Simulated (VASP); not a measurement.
# B (P6_3/mmc) in VASP: single point with LDA

Aim: the single point of B with LDA.

All numbers are computed with VASP 6.6.1; they aren't measurements. Logs are shortened: lines on timing, memory, paths and dates and some standing lists are left out, and cuts for length are marked.

## (1) The cell of the first run

The structure is hexagonal, space group P6_3/mmc (No. 194). Conventional cell: a = 2.891 Å, b = 2.891 Å, c = 7.435 Å, α = 90.00°, β = 90.00°, γ = 120.00°. Within 2.4 Å of B (site symmetry 3m) lie 3 B at 1.81 Å.

## (2) Single point, LDA

INCAR reads:

```
SYSTEM = B
PREC = Accurate
ENCUT = 520
EDIFF = 1E-6
ISMEAR = -1
SIGMA = 0.1
LREAL = .False.
LASPH = .True.
NELM = 60
ALGO = Normal
ISIF = 2
LWAVE = .False.
LCHARG = .False.
GGA = CA
NBANDS = 14
```

KPOINTS reads:

```
regular mesh
0
Gamma
  9 9 3
  0 0 0
```

POSCAR reads:

```
B
1.0
    2.8907180000      0.0000000000      0.0000000000
   -1.4453590000      2.5034350000      0.0000000000
    0.0000000000      0.0000000000      7.4353130000
B
4
Direct
    0.3333333333      0.6666666667      0.9520460000
    0.6666666667      0.3333333333      0.0479540000
    0.6666666667      0.3333333333      0.4520460000
    0.3333333333      0.6666666667      0.5479540000
```

Potentials or basis: VASP PAW LDA potentials, release 64 (B).

Run with:

```bash
> cat potpaw_LDA.64/B/POTCAR > POTCAR
> mpirun -np 1 vasp_std > vasp.out
```

OUTCAR:

```text
SYSTEM = B
   PREC = Accurate
   ENCUT = 520
   EDIFF = 1E-6
   ISMEAR = -1
   LREAL = .False.
   LASPH = .True.
   NELM = 60
   ISIF = 2
   GGA = CA

 ion  position               nearest neighbor table
   1  0.333  0.667  0.952-   2 1.81   2 1.81   2 1.81
   2  0.667  0.333  0.048-   1 1.81   1 1.81   1 1.81
   3  0.667  0.333  0.452-   4 1.81   4 1.81   4 1.81
   4  0.333  0.667  0.548-   3 1.81   3 1.81   3 1.81

  LATTYP: Found a hexagonal cell.
 ALAT       =     2.8907180000
 C/A-ratio  =     2.5721336360

  Lattice vectors:

 A1 = (   2.8907180000,   0.0000000000,   0.0000000000)
 A2 = (  -1.4453590000,   2.5034350000,   0.0000000000)
 A3 = (   0.0000000000,   0.0000000000,   7.4353130000)

Analysis of symmetry for initial positions (statically):
=====================================================================
 Subroutine PRICEL returns:
 Original cell was already a primitive cell.

 Routine SETGRP: Setting up the symmetry group for a
 hexagonal supercell.

 Subroutine GETGRP returns: Found 24 space group operations
 (whereof 12 operations were pure point group operations)
 out of a pool of 24 trial point group operations.

The static configuration has the point symmetry D_3d.
 The point group associated with its full space group is D_6h.

Analysis of symmetry for dynamics (positions and initial velocities):
=====================================================================
 Subroutine PRICEL returns:
 Original cell was already a primitive cell.

 Routine SETGRP: Setting up the symmetry group for a
 hexagonal supercell.

 Subroutine GETGRP returns: Found 24 space group operations
 (whereof 12 operations were pure point group operations)
 out of a pool of 24 trial point group operations.

The dynamic configuration has the point symmetry D_3d.
 The point group associated with its full space group is D_6h.

 Subroutine INISYM returns: Found 24 space group operations
 (whereof 12 operations are pure point group operations),
 and found     1 'primitive' translations

----------------------------------------------------------------------------------------

                                     Primitive cell

  volume of cell :      53.8073

  direct lattice vectors                    reciprocal lattice vectors
     2.890718000  0.000000000  0.000000000     0.345934816  0.199725577  0.000000000
    -1.445359000  2.503435000  0.000000000     0.000000000  0.399451154  0.000000000
     0.000000000  0.000000000  7.435313000     0.000000000  0.000000000  0.134493329

  length of vectors
     2.890718000  2.890717807  7.435313000     0.399451127  0.399451154  0.134493329

  position of ions in fractional coordinates (direct lattice)
     0.333333333  0.666666667  0.952046000
     0.666666667  0.333333333  0.047954000
     0.666666667  0.333333333  0.452046000
     0.333333333  0.666666667  0.547954000

  ion indices of the primitive-cell ions
   primitive index   ion index
                 1           1
                 2           2
                 3           3
                 4           4

----------------------------------------------------------------------------------------

 KPOINTS: regular mesh

Automatic generation of k-mesh.
 Grid dimensions read from file:
 generate k-points for:    9    9    3

 Generating k-lattice:

  Cartesian coordinates                     Fractional coordinates (reciprocal lattice)
     0.038437202  0.022191731  0.000000000     0.111111111  0.000000000  0.000000000
     0.000000000  0.044383462  0.000000000     0.000000000  0.111111111  0.000000000
     0.000000000  0.000000000  0.044831110     0.000000000  0.000000000  0.333333333

  Length of vectors
     0.044383459  0.044383462  0.044831110

  Shift w.r.t. Gamma in fractional coordinates (k-lattice)
     0.000000000  0.000000000  0.000000000

 Subroutine IBZKPT returns following result:
 ===========================================

 Found     24 irreducible k-points:

 Following reciprocal coordinates:
            Coordinates               Weight
  0.000000  0.000000  0.000000      1.000000
  0.111111  0.000000  0.000000      6.000000
  0.222222  0.000000  0.000000      6.000000
  0.333333 -0.000000  0.000000      6.000000
  0.444444  0.000000  0.000000      6.000000
  0.111111  0.111111  0.000000      6.000000
[... 16 lines left out ...]
  0.333333  0.222222  0.333333     24.000000
  0.333333  0.333333  0.333333      4.000000
   k-points           NKPTS =     24   k-points in BZ     NKDIM =     24   number of bands    NBANDS=     14
   number of dos      NEDOS =    301   number of ions     NIONS =      4
   total plane-waves  NPLWV =  32256
   dimension x,y,z NGX =    24 NGY =   24 NGZ =   56
   dimension x,y,z NGXF=    48 NGYF=   48 NGZF=  112
   ions per type =               4
   NGX,Y,Z   is equivalent  to a cutoff of  13.80, 13.80, 12.52 a.u.
   NGXF,Y,Z  is equivalent  to a cutoff of  27.60, 27.60, 25.04 a.u.
 SYSTEM =  B
   PREC   = accura    normal or accurate (medium, high low for compatibility)
   ISTART =      0    job   : 0-new  1-cont  2-samecut
   ICHARG =      2    charge: 1-file 2-atom 10-const
   ISPIN  =      1    spin polarized calculation?
   LNONCOLLINEAR =      F non collinear calculations
   LSORBIT =      F    spin-orbit coupling
   LASPH  =      T    aspherical Exc in radial PAW
   ENCUT  =  520.0 eV  38.22 Ry    6.18 a.u.   5.37  5.37 13.82*2*pi/ulx,y,z
   NELM   =     60;   NELMIN=  2; NELMDL= -5     # of ELM steps
   EDIFF  = 0.1E-05   stopping-criterion for ELM
   LREAL  =      F    real-space projection
   EDIFFG = 0.1E-04   stopping-criterion for IOM
   NSW    =      0    number of steps for IOM
   IBRION =     -1    ionic relax: 0-MD 1-quasi-New 2-CG
   NFREE  =      0    steps in history (QN), initial steepest desc. (CG)
   ISIF   =      2    stress and relaxation
   ISYM   =      2    0-nonsym 1-usesym 2-fastsym
   POTIM  = 0.5000    time-step for ionic-motion
   TEBEG  =    0.0;   TEEND  =   0.0 temperature during run
   PSTRESS=    0.0 pullay stress
   NELECT =      12.0000    total number of electrons
   NUPDOWN=      -1.0000    fix difference up-down
   EMIN   =  10.00;   EMAX   =-10.00  energy-range for DOS
   EFERMI =   0.00;   METHOD = LEGACY
   ISMEAR =    -1;   SIGMA  =   0.10  broadening in eV -4-tet -1-fermi 0-gaus
   EFERMI_NEDOS =   21; number of points for ismear=-14 and -15
   IALGO  =     38    algorithm
   IMIX   =      4    mixing-type and parameters
     AMIX     =   0.40;   BMIX     =  1.00
     AMIX_MAG =   1.60;   BMIX_MAG =  1.00
  volume/ion in A,a.u.               =      13.45        90.78
  Fermi-wavevector in a.u.,A,eV,Ry     =   0.992784  1.876090 13.410178  0.985620
  Thomas-Fermi vector in A             =   2.124620
   LORBIT       =      0    0 simple, 1 ext, 2 COOP (PROOUT), +10 PAW based schemes
   GGA     = CA    functional components
   LHFCALC =     F    Hartree Fock is set to
   AEXX    =    0.0000 exact exchange contribution
   IVDW    =     0    specifies the selected vdW correction
   LEPSILON=     F    determine dielectric tensor
   LRPA    =     F    only Hartree local field effects (RPA)
 non-spin polarized calculation
  energy-cutoff  :      520.00
  volume of cell :       53.81
 maximum number of plane-waves:      1486
 NGX is ok and might be reduce to    24
   NGX = 11   NGY = 11   NGZ = 27

 number of electron      12.0000000 magnetization

 Free energy of the ion-electron system (eV)
  ---------------------------------------------------
  ext. energy  EPLUGINS =         0.00000000
  ---------------------------------------------------
  free energy    TOTEN  =       -21.87756361 eV

  energy without entropy =      -21.79032856  energy(sigma->0) =      -21.83394608

 E-fermi :   0.9190     XC(G=0):  -9.2988

 val. band max:        0.8539959220   @ k =   0.4444   0.1111   0.3333
 cond. band min:       0.9365758113   @ k =   0.2222   0.1111   0.0000
 fundamental gap:      0.0825798893
 Fermi energy:         0.9190105593

 k-point     1 :       0.0000    0.0000    0.0000
  band No.  band energies     occupation
      1      -9.9733      2.00000
      2      -9.3904      2.00000
      3      -3.6770      2.00000
      4      -0.2038      1.99997
      5       2.5594      0.00000
      6       3.5501      0.00000
      7       3.5501      0.00000
      8       3.6992      0.00000
      9       3.6992      0.00000
     10       8.3000      0.00000
     11       9.4771      0.00000
     12       9.4771      0.00000
     13       9.8262      0.00000
     14       9.8262      0.00000

 k-point     2 :       0.1111    0.0000    0.0000
  band No.  band energies     occupation
      1      -9.7446      2.00000
      2      -9.1692      2.00000
      3      -3.4283      2.00000
      4      -0.0038      1.99980
      5       2.5390      0.00000
      6       2.7173      0.00000
      7       2.7750      0.00000
      8       3.0732      0.00000
      9       3.2338      0.00000
     10       8.1606      0.00000
     11       9.3621      0.00000
     12       9.9475      0.00000
     13      10.0970      0.00000
     14      10.4932      0.00000

 k-point     3 :       0.2222    0.0000    0.0000
  band No.  band energies     occupation
      1      -9.0616      2.00000
      2      -8.5082      2.00000
      3      -2.6963      2.00000
      4       0.2039      1.99843
      5       0.3552      1.99291
      6       1.1351      0.20660
      7       2.1587      0.00001
      8       2.3349      0.00000
      9       3.0802      0.00000
     10       7.6632      0.00000
     11       8.8033      0.00000
     12      10.0166      0.00000
     13      11.1829      0.00000
     14      11.5647      0.00000
[... 324 lines left out ...]
 k-point    23 :       0.3333    0.2222    0.3333
  band No.  band energies     occupation
      1      -5.6877      2.00000
      2      -5.4641      2.00000
      3      -3.7197      2.00000
      4      -3.5325      2.00000
      5      -1.5646      2.00000
      6      -1.4055      2.00000
      7       0.9496      0.84829
      8       1.8708      0.00015
      9       3.9153      0.00000
     10       4.8062      0.00000
     11       7.9753      0.00000
     12       9.3330      0.00000
     13      11.3180      0.00000
     14      12.3532      0.00000

 k-point    24 :       0.3333    0.3333    0.3333
  band No.  band energies     occupation
      1      -4.3402      2.00000
      2      -4.3402      2.00000
      3      -4.1392      2.00000
      4      -4.1392      2.00000
      5      -2.7905      2.00000
      6      -2.6081      2.00000
      7       1.8248      0.00023
      8       1.8248      0.00023
      9       4.2452      0.00000
     10       4.2452      0.00000
     11       7.2669      0.00000
     12       8.7900      0.00000
     13      12.0557      0.00000
     14      12.0557      0.00000

------------------------ aborting loop because EDIFF is reached ----------------------------------------

  FORCE on cell =-STRESS in cart. coord.  units (eV):
  Direction    XX          YY          ZZ          XY          YZ          ZX
  --------------------------------------------------------------------------------------
  -------------------------------------------------------------------------------------
  Total       -6.6131378     -6.6131367     -9.0453739     -0.0000000      0.0000000      0.0000000
  in kB     -196.9141185   -196.9140834   -269.3368681     -0.0000000      0.0000000      0.0000000
  external PRESSURE =    -221.0550233 kB  Pullay stress =       0.0000000 kB

 VOLUME and BASIS-vectors are now :
 -----------------------------------------------------------------------------
  energy-cutoff  :      520.00
  volume of cell :       53.81
      direct lattice vectors                 reciprocal lattice vectors
     2.890718000  0.000000000  0.000000000     0.345934816  0.199725577  0.000000000
    -1.445359000  2.503435000  0.000000000     0.000000000  0.399451154  0.000000000
     0.000000000  0.000000000  7.435313000     0.000000000  0.000000000  0.134493329

 POSITION                                       TOTAL-FORCE (eV/Angst)
 -----------------------------------------------------------------------------------
     -0.00000      1.66896      7.07876        -0.000000      0.000000      2.513538
      1.44536      0.83448      0.35655         0.000000     -0.000000     -2.513538
      1.44536      0.83448      3.36110         0.000000     -0.000000      2.513538
     -0.00000      1.66896      4.07421        -0.000000      0.000000     -2.513538
 -----------------------------------------------------------------------------------
    total drift:                               -0.000000      0.000000      0.000000

  FREE ENERGIE OF THE ION-ELECTRON SYSTEM (eV)
  ---------------------------------------------------
  free  energy   TOTEN  =       -21.8775636076 eV

  energy  without entropy=      -21.7903285554  energy(sigma->0) =      -21.83394608
```

Run time: 15 s. Hardware: 1 thread of Intel Xeon 8259CL, shared host; peak memory 0.15 GiB.

Results:

```yaml
Free_energy: -21.8776 eV
Pressure: -22.1 GPa
Largest_force: 2.514 eV/Å
Band_gap_on_the_k_mesh: zero (band 6 reaches 3.59 eV, above the bottom of band 7 at -0.52 eV)
```

Forces in eV/Å, atoms in the order of the input:
```
B    0.000  0.000  2.514
B    0.000  0.000 -2.514
B    0.000  0.000  2.514
B    0.000  0.000 -2.514
```

Caveat: forces of over 1 eV/Å act on the atoms, so gaps and moduli don't describe the material at rest.
